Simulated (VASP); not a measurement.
Set up this calculation in VASP 6.6.1, as the native input.

```
Task                   : single point
Functional             : r2SCAN
Potentials or basis    : VASP PAW PBE potentials, release 64 (Sc_sv, Pt)
Cutoff                 : 520 eV
k mesh                 : 1 × 1 × 1
Occupations            : gaussian, width 0.1 eV
Spin                   : no spin polarisation
Dipole correction      : no
Further INCAR settings : ALGO = Normal; EDIFF = 1e-06; NBANDS = 18
```

The system is ScPt.

```
Sc Pt
1.0
     3.27000    0.00000    0.00000
     0.00000    3.27000    0.00000
     0.00000    0.00000    3.27000
Sc Pt
1 1
Direct
  0.50000 0.50000 0.50000
  0.00000 0.00000 0.00000
```

One way to write it, as run:

POSCAR

```
ScPt
1.0
    3.2700000000      0.0000000000      0.0000000000
    0.0000000000      3.2700000000      0.0000000000
    0.0000000000      0.0000000000      3.2700000000
Sc Pt
1 1
Direct
    0.5000000000      0.5000000000      0.5000000000
    0.0000000000      0.0000000000      0.0000000000
```

INCAR.step1

```
SYSTEM = ScPt
PREC = Accurate
ENCUT = 520
ISMEAR = 0
SIGMA = 0.1
LREAL = .False.
LASPH = .True.
NELM = 80
NBANDS = 18
GGA = PE
ALGO = Normal
EDIFF = 1E-4
LWAVE = .True.
LCHARG = .False.
```

INCAR.step2

```
SYSTEM = ScPt
PREC = Accurate
ENCUT = 520
EDIFF = 1E-6
ISMEAR = 0
SIGMA = 0.1
LREAL = .False.
LASPH = .True.
NELM = 80
ALGO = Normal
ISIF = 2
LWAVE = .False.
LCHARG = .True.
METAGGA = R2SCAN
LMIXTAU = .True.
LELF = .True.
LVHAR = .True.
NBANDS = 18
ISTART = 1
```

KPOINTS

```
Automatic mesh
0
Gamma
  1 1 1
  0 0 0
```

Potentials or basis: VASP PAW PBE potentials, release 64 (Sc_sv, Pt).

The run is started by

```bash
$ cat potpaw_PBE.64/Sc_sv/POTCAR potpaw_PBE.64/Pt/POTCAR > POTCAR
$ cp INCAR.step1 INCAR
$ mpirun -np 1 vasp_gam > vasp.out
$ cp INCAR.step2 INCAR
$ mpirun -np 1 vasp_gam > vasp.out
```

It gave:

```
Pressure : -27.5 GPa
```

Caveat: the k points lie up to 1.92 Å⁻¹ apart; the PAW data sets were made with another functional, which shifts forces and pressure a little.

Wall time 11 s on 1 thread of Intel(R) Xeon(R) Platinum 8375C CPU @ 2.90GHz (Ice Lake), on a shared host, peak memory 0.14 GiB.
